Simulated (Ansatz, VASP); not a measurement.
# Two plane-wave programs on CuO

```
Cu O
1.0
     2.87950    0.00000    0.00000
     0.03907    2.87928    0.00000
     0.01750    0.01724    5.17634
Cu O
2 2
Direct
  0.98699 0.50655 0.99987
  0.48639 0.00099 0.50254
  0.99593 0.99062 0.74703
  0.00004 0.99172 0.25001
```

Change from the starting cell: atoms moved at random, drawn with an rms of 0.05 Å.

Alike in both runs: task single point; functional PBEsol; k mesh 9 × 9 × 5; occupations fermi-dirac, width 0.05 eV; no spin polarisation.

|  | VASP | Ansatz |
| --- | --- | --- |
| version | VASP 6.6.1 | Ansatz 0.2.0 |
| potentials or method | VASP PAW PBE potentials, release 64 (Cu_sv_GW, O) | Ansatz PAW |
| plane-wave cutoff (eV) | 700 | 420 |
| valence electrons in the cell | 50 | 50 |

Ansatz gave:

| Item | Value |
| --- | --- |
| gap on the k mesh at the Fermi level (eV) | none |
| pressure (GPa) | -1.7 |
| traceless stress, the component that is largest in VASP (GPa) | -2.41 |
| rms of the force components (eV/Å) | 0.334 |

**Question.** Which values does VASP return?

**Answer.** gap on the k mesh at the Fermi level (eV): none; pressure (GPa): -4.3; traceless stress, the component that is largest in VASP (GPa): -2.36; rms of the force components (eV/Å): 0.338.

VASP's potentials were made for PBE, not for PBEsol. Atom by atom the forces differ by 0.004 eV/Å (rms over components). A gap of «none» marks a metal or a gap that the smearing closes. With one functional, cell and mesh, what is left measures potentials, basis and numerics.
